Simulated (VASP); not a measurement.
The system is Al3GaO6.

```
Al Ga O
1.0
     2.40415    1.38804    4.37507
    -2.40415    1.38804    4.37507
     0.00000   -2.77608    4.37507
Al Ga O
3 1 6
Direct
  0.85210 0.85210 0.85210
  0.64790 0.64790 0.64790
  0.35210 0.35210 0.35210
  0.14790 0.14790 0.14790
  0.75000 0.44385 0.05615
  0.94385 0.25000 0.55615
  0.05615 0.75000 0.44385
  0.44385 0.05615 0.75000
  0.55615 0.94385 0.25000
  0.25000 0.55615 0.94385
```

* Program: VASP 6.6.1
* Task: relaxation of cell and atoms
* Functional: PBE
* Potentials or basis: VASP PAW PBE potentials, release 64 (Al, Ga_d, O)
* Cutoff: 600 eV
* k mesh: 6 × 6 × 6
* Occupations: fermi-dirac, width 0.02 eV
* Spin: no spin polarisation

At the start: pressure 9.4 GPa; volume 8.76 Å³/atom.

How do energy, volume and symmetry change on relaxing?

Over 14 steps the energy falls by 33.6 meV/atom and the volume is 9.07 Å³/atom (+3.5 %); space group R3 (No. 146, to 0.1 Å) before and after.

The path:
```
step  energy change (eV)  largest force (eV/Å)  pressure (GPa)  volume (Å³)
   1              0.0000                1.5421            9.45        87.60
   2             -0.1879                0.5181           -7.80        94.31
   3             -0.2796                0.4865           -2.23        91.71
   4             -0.3167                0.3199            0.21        90.64
   5             -0.3193                0.2656            1.12        90.26
   6             -0.3331                0.1212            0.02        90.65
   7             -0.3339                0.1293           -0.31        90.78
   8             -0.3358                0.0336            0.12        90.60
   9             -0.3358                0.0322            0.09        90.61
  10             -0.3360                0.0212           -0.03        90.66
  11             -0.3360                0.0191           -0.06        90.68
  12             -0.3361                0.0059            0.04        90.64
  13             -0.3361                0.0050            0.05        90.64
  14             -0.3361                0.0022           -0.03        90.67
```

Final structure:
```
Al Ga O
1.0
     2.43535    1.40605    4.41293
    -2.43535    1.40605    4.41293
     0.00000   -2.81210    4.41293
Al Ga O
3 1 6
Direct
  0.85358 0.85358 0.85358
  0.64799 0.64799 0.64799
  0.34891 0.34891 0.34891
  0.14123 0.14123 0.14123
  0.73372 0.45862 0.05711
  0.94353 0.24862 0.56670
  0.05711 0.73372 0.45862
  0.45862 0.05711 0.73372
  0.56670 0.94353 0.24862
  0.24862 0.56670 0.94353
```
